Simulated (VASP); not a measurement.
Input of a VASP 6.6.1 run:

The input INCAR:

```
PREC = Accurate ; ENCUT = 520
EDIFF = 1E-7 ; ISMEAR = 0
SIGMA = 0.05 ; LREAL = F
LASPH = T ; NELM = 60
ALGO = Fast ; ISIF = 2
LWAVE = F ; LCHARG = F
GGA = PE ; NBANDS = 18
```

File KPOINTS:

```
Automatic mesh
0
Gamma
  10 10 10
```

File POSCAR:

```
ReBi
1.0
    0.0000000000      3.1097581038      3.1097581038
    3.1097581038      0.0000000000      3.1097581038
    3.1097581038      3.1097581038      0.0000000000
Re Bi
1 1
Direct
    0.0000000000      0.0000000000      0.0000000000
    0.2178431580      0.2821568420      0.2821568420
```

Potentials or basis: VASP PAW PBE potentials, release 64 (Re, Bi_d).

Command:

```sh
$ cat potpaw_PBE.64/Re/POTCAR potpaw_PBE.64/Bi_d/POTCAR > POTCAR
$ mpirun -np 1 vasp_std > vasp.out
```

Task: Estimate the pressure.

Result: 1.2 GPa.

Task: Estimate the band gap on the k mesh.

Result: Zero (bands 11 and 12 overlap by 0.12 eV).

Task: Estimate the largest force.

Result: 1.785 eV/Å.

Stress tensor (GPa, compression positive):
```
 0.65  0.00  0.00
 0.00  1.52 -8.72
 0.00 -8.72  1.52
```

Caveat: the cell differs from its parent crystal (atom 2 (Bi) moved 0.2 Å along x); spin-orbit coupling is left out, which moves the levels of the heavy elements; forces of over 1 eV/Å act on the atoms, so gaps and moduli don't describe the material at rest.
